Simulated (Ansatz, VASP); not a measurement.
## Mg in VASP and in Ansatz

```
Mg
1.0
    -1.77835    1.77835    1.77835
     1.77835   -1.77835    1.77835
     1.77835    1.77835   -1.77835
Mg
1
Direct
  0.00000 0.00000 0.00000
```

Alike in both runs: functional PBEsol; k mesh 16 × 16 × 16; occupations gaussian, width 0.1 eV; no spin polarisation.

Ansatz relaxed the structure, and its values are those at the end. VASP's run is a single point on that final structure, the one shown.

```csv
,VASP,Ansatz
version,VASP 6.6.1,Ansatz 0.2.0
potentials or method,"VASP PAW PBE potentials, release 64 (Mg), cutoff 520 eV","scalar-relativistic, plane waves, PAW"
valence electrons in the cell,2,10
```

VASP gave:

| Quantity | Value |
| --- | --- |
| gap on the k mesh at the Fermi level (eV) | none |
| pressure (GPa) | -0.1 |

Task: Which values does Ansatz return?

Result: gap on the k mesh at the Fermi level (eV): none; pressure (GPa): 0.0.

VASP's potentials were made for PBE, not for PBEsol. A gap of «none» marks a metal or a gap that the smearing closes. With one functional, cell and mesh, what is left measures potentials, basis and numerics. VASP's potentials hold 2 valence electrons a cell and Ansatz's 10, so a difference there can come from the potentials and not from the codes.
